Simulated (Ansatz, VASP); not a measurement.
**One calculation of TaN, two programs**

```xyz
6
Lattice="5.1850 0.0000 0.0000 -2.5925 4.4903 0.0000 0.0000 0.0000 2.8498" Properties=species:S:1:pos:R:3 pbc="T T T"
Ta    0.0000    0.0000    0.0000
Ta    0.0000    2.9936    1.4249
Ta    2.5925    1.4968    1.4249
N     2.5925    0.0000    0.0000
N     1.2962    2.2452    0.0000
N    -1.2962    2.2452    0.0000
```

Change from the starting cell: zz strain of -2 %.

Alike in both runs: task single point; functional PBE; k mesh 5 × 5 × 8; occupations fermi-dirac, width 0.03 eV; no spin polarisation.

|  | VASP | Ansatz |
| --- | --- | --- |
| version | VASP 6.6.1 | Ansatz 0.2.0 |
| potentials or method | VASP PAW PBE potentials, release 64 (Ta_pv, N), cutoff 520 eV | all-electron LAPW, scalar-relativistic |

|  | VASP | Ansatz | Ansatz less VASP |
| --- | --- | --- | --- |
| pressure (GPa) | 20.4 | 19.3 | -1.02 |
| traceless stress, the component that is largest in VASP (GPa) | 8.61 | 8.34 | -0.272 |

Ansatz ran all-electron here, and VASP with PAW potentials.

Spin-orbit coupling is off throughout.
